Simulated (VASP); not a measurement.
# Al4VN5 in VASP: further runs

Al4VN5 is run at these levels: PBE; tasks: relaxation of cell and atoms, single point.

Program: VASP 6.6.1. These are calculated values, not measurements. Logs are shortened: lines on timing, memory, paths and dates and some standing lists are left out, and cuts for length are marked.

### 1 The cell of the first run

The typed cell holds 20 atoms: a = 4.642 Å, b = 4.642 Å, c = 7.091 Å, α = 83.74°, β = 70.89°, γ = 70.53°.

### 2 Relaxation of cell and atoms, PBE

INCAR

```
  ALGO = Normal
  EDIFF = 1E-6
  EDIFFG = -0.04
  ENCUT = 600
  GGA = PE
  IBRION = 2
  ISIF = 3
  ISMEAR = 0
  ISYM = 0
  LASPH = True
  LCHARG = False
  LREAL = Auto
  LWAVE = False
  NELM = 60
  NSW = 70
  PREC = Accurate
  SIGMA = 0.1
```

KPOINTS

```
Automatic mesh
0
Gamma
  3 3 2
  0 0 0.5
```

POSCAR

```
Al4VN5
1.0
    1.8951200000      1.8951200000      3.7902400000
   -1.8951200000     -1.8951200000      3.7902400000
    5.6853600000     -3.7902400000      1.8951200000
N Al V
10 8 2
Direct
    0.9552131209      0.7384925500      0.5948980451
    0.8563697524      0.2571188103      0.8033289713
    0.3406365937      0.7544918656      0.8020695119
    0.7466985989      0.7426086281      0.0001011610
    0.1523877957      0.7517760788      0.1937215023
    0.0511779225      0.2569759282      0.4045308610
    0.5564910312      0.7509435896      0.3962056439
    0.4570269268      0.2485843422      0.5966572321
    0.2542355543      0.2470814468      0.0043071983
    0.6516312803      0.2531534021      0.2029346031
    0.0953402800      0.5026506882      0.7990228521
    0.9979960679      0.0002568627      0.9969589392
    0.4043860449      0.0047372007      0.1994882267
    0.3038062824      0.4924015708      0.3989712961
    0.7977829796      0.9978068204      0.3998489744
    0.7080137716      0.4904579963      0.6030843279
    0.5012147888      0.5033426272      0.0009395379
    0.8923722557      0.5018344722      0.1988814990
    0.1975107405      0.9966800144      0.5994216899
    0.5933959672      0.9984081638      0.7972144535
```

Potentials or basis: VASP PAW PBE potentials, release 64 (N, Al, V_sv).

Launch:

```console
$ cat potpaw_PBE.64/N/POTCAR potpaw_PBE.64/Al/POTCAR potpaw_PBE.64/V_sv/POTCAR > POTCAR
$ mpirun -np 1 vasp_std > vasp.out
```

OUTCAR:

```text
EDIFF = 1E-6
   EDIFFG = -0.04
   ENCUT = 600
   GGA = PE
   IBRION = 2
   ISIF = 3
   ISMEAR = 0
   ISYM = 0
   LASPH = True
   LREAL = Auto
   NELM = 60
   NSW = 70
   PREC = Accurate

 ion  position               nearest neighbor table
   1  0.955  0.738  0.595-  16 1.86  14 1.87  11 1.87  15 1.90  19 1.91  20 1.95
   2  0.856  0.257  0.803-  11 1.83  12 1.86  16 1.86  17 1.89  19 1.91  20 1.99
   3  0.341  0.754  0.802-  12 1.85  20 1.87  19 1.88  11 1.89  17 1.91  16 1.95
   4  0.747  0.743  0.000-  17 1.84  18 1.86  11 1.88  13 1.90  12 1.92  20 1.93
   5  0.152  0.752  0.194-  17 1.86  12 1.88  15 1.92  18 1.92  13 1.93  14 1.95
   6  0.051  0.257  0.405-  14 1.84  16 1.85  19 1.88  13 1.92  18 1.94  15 1.95
   7  0.556  0.751  0.396-  18 1.86  15 1.86  13 1.89  19 1.92  14 1.93  16 1.96
   8  0.457  0.249  0.597-  15 1.87  20 1.87  14 1.88  16 1.88  19 1.93  11 1.93
   9  0.254  0.247  0.004-  13 1.85  20 1.90  17 1.90  18 1.91  12 1.92  11 1.95
  10  0.652  0.253  0.203-  18 1.85  14 1.86  15 1.88  13 1.89  17 1.91  12 1.92
  11  0.095  0.503  0.799-   2 1.83   1 1.87   4 1.88   3 1.89   8 1.93   9 1.95  16 2.62  19 2.66
                            17 2.66  12 2.67  20 2.68  18 2.68  12 2.68  14 2.68  20 2.68  19 2.70
  12  0.998  0.000  0.997-   3 1.85   2 1.86   5 1.88  10 1.92   9 1.92   4 1.92  13 2.65  20 2.66
                            19 2.66  11 2.67  17 2.67  11 2.68  17 2.69  18 2.69  18 2.69  15 2.70
  13  0.404  0.005  0.199-   9 1.85  10 1.89   7 1.89   4 1.90   6 1.92   5 1.93  14 2.63  15 2.65
                            12 2.65  18 2.66  17 2.67  19 2.68  17 2.68  20 2.70  18 2.71  15 2.72
  14  0.304  0.492  0.399-   6 1.84  10 1.86   1 1.87   8 1.88   7 1.93   5 1.95  13 2.63  18 2.65
                            15 2.65  17 2.67  16 2.67  19 2.67  11 2.68  19 2.69  15 2.71  18 2.71
  15  0.798  0.998  0.400-   7 1.86   8 1.87  10 1.88   1 1.90   5 1.92   6 1.95  13 2.65  14 2.65
                            20 2.66  18 2.68  19 2.68  16 2.68  19 2.68  18 2.69  12 2.70  16 2.71
  16  0.708  0.490  0.603-   6 1.85   1 1.86   2 1.86   8 1.88   3 1.95   7 1.96  11 2.62  19 2.63
                            20 2.65  17 2.67  20 2.67  14 2.67  15 2.68  15 2.71  18 2.71  11 2.71
  17  0.501  0.503  0.001-   4 1.84   5 1.86   2 1.89   9 1.90  10 1.91   3 1.91  18 2.63  11 2.66
                            20 2.66  16 2.67  13 2.67  14 2.67  12 2.67  13 2.68  12 2.69  11 2.71
  18  0.892  0.502  0.199-  10 1.85   7 1.86   4 1.86   9 1.91   5 1.92   6 1.94  17 2.63  14 2.65
                            13 2.66  15 2.68  11 2.68  12 2.69  12 2.69  15 2.69  13 2.71  16 2.71
  19  0.198  0.997  0.599-   6 1.88   3 1.88   1 1.91   2 1.91   7 1.92   8 1.93  16 2.63  20 2.65
                            11 2.66  12 2.66  14 2.67  15 2.68  13 2.68  15 2.68  14 2.69  20 2.69
  20  0.593  0.998  0.797-   3 1.87   8 1.87   9 1.90   4 1.93   1 1.95   2 1.99  16 2.65  19 2.65
                            12 2.66  17 2.66  15 2.66  16 2.67  11 2.68  11 2.68  19 2.69  13 2.70

IMPORTANT INFORMATION: All symmetrisations will be switched off!
NOSYMM: (Re-)initialisation of all symmetry stuff for point group C_1.

----------------------------------------------------------------------------------------

                                     Primitive cell

  volume of cell :     136.1257

  direct lattice vectors                    reciprocal lattice vectors
     1.895120000  1.895120000  3.790240000     0.079150661  0.184684875  0.131917768
    -1.895120000 -1.895120000  3.790240000    -0.131917768 -0.131917768  0.131917768
     5.685360000 -3.790240000  1.895120000     0.105534214 -0.105534214  0.000000000

  length of vectors
     4.642077001  4.642077001  7.090889747     0.240365612  0.228488276  0.149247917

  position of ions in fractional coordinates (direct lattice)
     0.955213121  0.738492550  0.594898045
     0.856369752  0.257118810  0.803328971
     0.340636594  0.754491866  0.802069512
     0.746698599  0.742608628  0.000101161
     0.152387796  0.751776079  0.193721502
     0.051177923  0.256975928  0.404530861
[... 12 lines left out ...]
     0.197510741  0.996680014  0.599421690
     0.593395967  0.998408164  0.797214453

  ion indices of the primitive-cell ions
   primitive index   ion index
                 1           1
                 2           2
                 3           3
                 4           4
                 5           5
                 6           6
[... 12 lines left out ...]
                19          19
                20          20

----------------------------------------------------------------------------------------

 KPOINTS: Automatic mesh

Automatic generation of k-mesh.
 Grid dimensions read from file:
 generate k-points for:    3    3    2

 Generating k-lattice:

  Cartesian coordinates                     Fractional coordinates (reciprocal lattice)
[... 50 lines left out ...]
   LASPH  =      T    aspherical Exc in radial PAW
   ENCUT  =  600.0 eV  44.10 Ry    6.64 a.u.   9.27  9.27 14.16*2*pi/ulx,y,z
   NELM   =     60;   NELMIN=  2; NELMDL= -5     # of ELM steps
   EDIFF  = 0.1E-05   stopping-criterion for ELM
   LREAL  =      T    real-space projection
   EDIFFG = -.4E-01   stopping-criterion for IOM
   NSW    =     70    number of steps for IOM
   IBRION =      2    ionic relax: 0-MD 1-quasi-New 2-CG
   NFREE  =      1    steps in history (QN), initial steepest desc. (CG)
   ISIF   =      3    stress and relaxation
   ISYM   =      0    0-nonsym 1-usesym 2-fastsym
   POTIM  = 0.5000    time-step for ionic-motion
   TEBEG  =    0.0;   TEEND  =   0.0 temperature during run
   PSTRESS=    0.0 pullay stress
   NELECT =     100.0000    total number of electrons
   NUPDOWN=      -1.0000    fix difference up-down
   EMIN   =  10.00;   EMAX   =-10.00  energy-range for DOS
   EFERMI =   0.00;   METHOD = LEGACY
   ISMEAR =     0;   SIGMA  =   0.10  broadening in eV -4-tet -1-fermi 0-gaus
   EFERMI_NEDOS =   21; number of points for ismear=-14 and -15
   IALGO  =     38    algorithm
   IMIX   =      4    mixing-type and parameters
     AMIX     =   0.40;   BMIX     =  1.00
     AMIX_MAG =   1.60;   BMIX_MAG =  1.00
  volume/ion in A,a.u.               =       6.81        45.93
  Fermi-wavevector in a.u.,A,eV,Ry     =   1.477162  2.791431 29.688014  2.182007
  Thomas-Fermi vector in A             =   2.591600
   LORBIT       =      0    0 simple, 1 ext, 2 COOP (PROOUT), +10 PAW based schemes
   GGA     = PE    functional components
   LHFCALC =     F    Hartree Fock is set to
   AEXX    =    0.0000 exact exchange contribution
   IVDW    =     0    specifies the selected vdW correction
   LEPSILON=     F    determine dielectric tensor
   LRPA    =     F    only Hartree local field effects (RPA)
 conjugate gradient relaxation of ions
 non-spin polarized calculation
 Gauss-broadening in eV      SIGMA  =   0.10
  energy-cutoff  :      600.00
  volume of cell :      136.13
 maximum number of plane-waves:      4550
 NGX is ok and might be reduce to    40
   NGX = 19   NGY = 19   NGZ = 29

--------------------------------------- Ionic step        1  -------------------------------------------

 number of electron     100.0000005 magnetization

 Free energy of the ion-electron system (eV)
  ---------------------------------------------------
  ext. energy  EPLUGINS =         0.00000000
  ---------------------------------------------------
  free energy    TOTEN  =      -144.20793641 eV

  energy without entropy =     -144.16732586  energy(sigma->0) =     -144.18763114

------------------------ aborting loop because EDIFF is reached ----------------------------------------

  FORCE on cell =-STRESS in cart. coord.  units (eV):
  Direction    XX          YY          ZZ          XY          YZ          ZX
  --------------------------------------------------------------------------------------
  -------------------------------------------------------------------------------------
  Total       81.4823329     79.9058900     79.7318193     -0.4018793     -3.6422464     -4.0518724
  in kB      959.0337628    940.4792867    938.4305034     -4.7300540    -42.8686452    -47.6898764
  external PRESSURE =     945.9811843 kB  Pullay stress =       0.0000000 kB
[... 41 lines left out ...]
--------------------------------------- Ionic step        2  -------------------------------------------

 number of electron      99.9999991 magnetization

 E-fermi :   7.1699     XC(G=0): -11.0416

 val. band max:        7.1668346809   @ k =   0.0000  -0.3333   0.2500
 cond. band min:       7.1820696505   @ k =  -0.0000   0.3333   0.2500
 fundamental gap:      0.0152349695
 Fermi energy:         7.1698715068

 k-point     1 :       0.0000    0.0000    0.2500
  band No.  band energies     occupation
      1     -57.9501      2.00000
      2     -57.9271      2.00000
      3     -31.8942      2.00000
      4     -31.8724      2.00000
      5     -31.8123      2.00000
      6     -31.7874      2.00000
[... 668 lines left out ...]
  FREE ENERGIE OF THE ION-ELECTRON SYSTEM (eV)
  ---------------------------------------------------
  free  energy   TOTEN  =      -153.2924065595 eV

  energy  without entropy=     -153.2481507642  energy(sigma->0) =     -153.27027866

[... ionic steps 4 to 29 ...]

--------------------------------------- Ionic step       30  -------------------------------------------

 number of electron      99.9999997 magnetization

------------------------ aborting loop because EDIFF is reached ----------------------------------------
[... 103 lines left out ...]
--------------------------------------- Ionic step       32  -------------------------------------------

 number of electron      99.9999997 magnetization

 Free energy of the ion-electron system (eV)
  ---------------------------------------------------
  ext. energy  EPLUGINS =         0.00000000
  ---------------------------------------------------
  free energy    TOTEN  =      -153.51350886 eV

  energy without entropy =     -153.49069373  energy(sigma->0) =     -153.50210129

 E-fermi :  11.2695     XC(G=0): -12.4563

 val. band max:       11.2600526922   @ k =   0.3333   0.3333   0.2500
 cond. band min:      11.3275928568   @ k =   0.0000  -0.3333   0.2500
 fundamental gap:      0.0675401645
 Fermi energy:        11.2695365686

 k-point     1 :       0.0000    0.0000    0.2500
  band No.  band energies     occupation
      1     -53.7107      2.00000
      2     -53.6506      2.00000
      3     -27.7915      2.00000
      4     -27.7906      2.00000
      5     -27.6448      2.00000
      6     -27.5593      2.00000
[... 612 lines left out ...]
  FREE ENERGIE OF THE ION-ELECTRON SYSTEM (eV)
  ---------------------------------------------------
  free  energy   TOTEN  =      -153.5135088623 eV

  energy  without entropy=     -153.4906937255  energy(sigma->0) =     -153.50210129

 reached required accuracy - stopping structural energy minimisation
```

Run time: 51 min. Hardware: 1 thread of AMD EPYC 7R13 (Zen 3), shared host; peak memory 0.32 GiB.

Results:

```yaml
Free_energy: -153.5135 eV
Relaxed_volume: 8.54 Å³/atom
Relaxed_cell: a = 4.956 Å, b = 5.039 Å, c = 7.679 Å, α = 83.57°, β = 70.71°, γ = 70.70°
Space_group_after_relaxing_to_0.1_Å: P-1 (No. 2)
Energy_gained_by_relaxing: 465.3 meV/atom
Ionic_steps: 32
Pressure_after_relaxing: 0.0 GPa
Largest_force_after_relaxing: 0.023 eV/Å
Band_gap_on_the_k_mesh: zero (bands 50 and 51 overlap by 0.33 eV)
```

Forces on the atoms (eV/Å):
```
N    0.017  0.010 -0.011
N    0.000 -0.001  0.010
N   -0.003  0.008 -0.008
N    0.002 -0.001 -0.004
N   -0.008  0.002  0.001
N   -0.009 -0.003  0.003
N    0.003  0.006  0.003
N    0.011  0.001 -0.005
N    0.001 -0.012  0.003
N   -0.006 -0.014  0.008
Al   0.008 -0.002  0.006
Al  -0.013 -0.012 -0.004
Al  -0.009 -0.009  0.005
Al  -0.002 -0.007 -0.003
Al   0.002  0.014 -0.002
Al   0.010  0.012 -0.005
Al  -0.007  0.001  0.011
Al  -0.007 -0.009  0.004
V    0.003  0.011 -0.007
V    0.005  0.006 -0.004
```

Step by step:
```
step  energy change (eV)  largest force (eV/Å)  pressure (GPa)  volume (Å³)
   1              0.0000                3.7054           94.60       136.13
   2              1.6767                1.1584          -43.00       231.61
   3             -9.0845                0.7107           -4.24       173.50
   4             -9.1211                0.7489           -1.23       171.42
   5             -9.1242                0.7642           -0.05       170.65
   6             -9.2280                0.4813           -0.53       170.95
   7             -9.2289                0.4568           -0.55       170.98
   8             -9.2541                0.1598            0.42       170.40
   9             -9.2544                0.1526            0.55       170.33
  10             -9.2590                0.0711           -0.28       170.87
  11             -9.2590                0.0696           -0.22       170.83
  12             -9.2600                0.0956            0.06       170.65
  13             -9.2602                0.1129            0.23       170.55
  14             -9.2610                0.1406            0.22       170.55
  15             -9.2639                0.2212            0.23       170.56
  16             -9.2707                0.3140            0.24       170.57
  17             -9.2714                0.3953            0.37       170.59
  18             -9.2745                0.2987            0.29       170.58
  19             -9.2748                0.3252            0.30       170.58
  20             -9.2750                0.3276            0.28       170.59
  21             -9.2757                0.3339            0.29       170.60
  22             -9.2762                0.3470            0.28       170.63
  23             -9.2771                0.3370            0.29       170.64
  24             -9.2799                0.3081            0.22       170.67
  25             -9.2848                0.2506            0.10       170.74
  26             -9.2925                0.1937           -0.11       170.87
  27             -9.2991                0.1349           -0.51       171.14
  28             -9.3014                0.1038           -0.26       170.98
  29             -9.3039                0.0787            0.39       170.57
  30             -9.3049                0.0512            0.17       170.70
  31             -9.3054                0.0416           -0.10       170.86
  32             -9.3056                0.0227           -0.03       170.82
```

Final structure:
```
N Al V
1.0
     2.03303    2.00490    4.05047
    -2.05991   -2.08030    4.10150
     6.14655   -4.11751    2.05573
N Al V
10 8 2
Direct
  0.95287 0.73252 0.59087
  0.84805 0.26714 0.80829
  0.34655 0.73985 0.80478
  0.75527 0.75066 0.00129
  0.15301 0.74886 0.19976
  0.04635 0.24808 0.39797
  0.55430 0.74914 0.39615
  0.45445 0.25979 0.59453
  0.24724 0.24957 0.00301
  0.64891 0.24932 0.19951
  0.10266 0.49574 0.80427
  0.00420 0.99843 0.00337
  0.40118 0.99888 0.19960
  0.30233 0.49784 0.39760
  0.79749 0.00027 0.39602
  0.69793 0.50417 0.59493
  0.49908 0.50071 0.00171
  0.90105 0.49901 0.19959
  0.17280 0.99830 0.61749
  0.62797 0.00153 0.78184
```

Caveat: the k points lie up to 0.47 Å⁻¹ apart in the final cell; the volume moved by over 15 % at a fixed basis, so the end points are rough; the run has no spin polarisation, though such a crystal can be magnetic. With open d or f shells a metallic result of PBE can be an artefact of self-interaction; +U or a hybrid may open a gap.

### 3 Single point, PBE

This run uses another cell than the first one, of 8.55 Å³/atom.

INCAR

```
SYSTEM = Al4VN5
ALGO = Normal
EDIFF = 1E-7
ENCUT = 520
GGA = PE
ISIF = 2
ISMEAR = 0
ISYM = 0
LASPH = .True.
LCHARG = .False.
LREAL = Auto
LWAVE = .False.
NBANDS = 66
NELM = 100
PREC = Accurate
SIGMA = 0.1
```

KPOINTS

```
k-points
0
Gamma
  5 5 3
  0 0 0
```

POSCAR

```
Al4VN5
1.0
    2.0326882318      2.0324790839      4.0603475925
   -2.0322759292     -2.0322946199      4.0600486467
    6.1954297039     -4.1626090327      2.0303244045
N Al V
10 8 2
Direct
    0.9501500975      0.7491425798      0.6011211562
    0.8458387027      0.2491449930      0.8097642756
    0.3421364891      0.7491585948      0.8171541928
    0.7511709255      0.7491490829      0.9990727876
    0.1491530859      0.7491409555      0.2031829584
    0.0544916193      0.2491336633      0.3924812331
    0.5582132540      0.7491450651      0.3851030026
    0.4501485198      0.2491456461      0.6011359557
    0.2507601133      0.2491656852      0.9999013686
    0.6495475810      0.2491415585      0.2023580913
    0.0913087965      0.4917906060      0.8041827616
    0.6060214100      0.0064487211      0.8041812574
    0.9976636051      0.9995069756      0.0033502086
    0.3998447343      0.9995165601      0.1988922819
    0.2943478383      0.4918049404      0.3980334203
    0.8090432083      0.0064487111      0.3980655009
    0.5005274329      0.4987253922      0.0033255056
    0.9027155350      0.4987343796      0.1988972941
    0.2315054359      0.9676313380      0.6011281166
    0.6688281274      0.5306740308      0.6011230155
```

Potentials or basis: VASP PAW PBE potentials, release 64 (N, Al, V_sv).

Launch:

```console
$ cat potpaw_PBE.64/N/POTCAR potpaw_PBE.64/Al/POTCAR potpaw_PBE.64/V_sv/POTCAR > POTCAR
$ mpirun -np 1 vasp_std > vasp.out
```

Run time: 14 min. Hardware: 1 thread of AMD EPYC 7R13 (Zen 3), shared host; peak memory 0.44 GiB.

The run converged. Its results:

```yaml
Free_energy: -153.5742 eV
Pressure: 0.0 GPa
Largest_force: 0.080 eV/Å
Band_gap_on_the_k_mesh: zero (bands 50 and 51 overlap by 1.04 eV)
```

Forces on the atoms (eV/Å):
```
N    0.001  0.000  0.001
N    0.027 -0.026  0.000
N    0.034 -0.032 -0.001
N    0.005 -0.003  0.001
N   -0.005  0.005 -0.001
N   -0.026  0.026 -0.001
N   -0.035  0.033 -0.002
N    0.000  0.001  0.000
N   -0.006  0.009 -0.001
N    0.006 -0.006  0.000
Al   0.006 -0.007 -0.009
Al   0.005 -0.006  0.007
Al  -0.018 -0.004  0.004
Al  -0.001 -0.014  0.004
Al  -0.004  0.001 -0.007
Al  -0.007  0.006  0.009
Al  -0.001  0.012 -0.003
Al   0.013  0.000 -0.002
V   -0.053 -0.051  0.007
V    0.058  0.055 -0.008
```

Stress tensor (GPa, compression positive):
```
 0.11 -0.05 -0.02
-0.05  0.12 -0.01
-0.02 -0.01 -0.13
```

Levels at points of the mesh, in eV from the Fermi level:
```tsv
k point	band 46	band 47	band 48	band 49	band 50	band 51	band 52	band 53	band 54	band 55
(0.00, 0.00, 0.00)	-1.71	-1.67	-1.50	-0.75	0.48	0.62	0.65	1.03	1.60	2.15
```

Caveat: the run has no spin polarisation, though such a crystal can be magnetic. With open d or f shells a metallic result of PBE can be an artefact of self-interaction; +U or a hybrid may open a gap.

The gap in the log of VASP goes by the Fermi energy; the results here count the filled bands.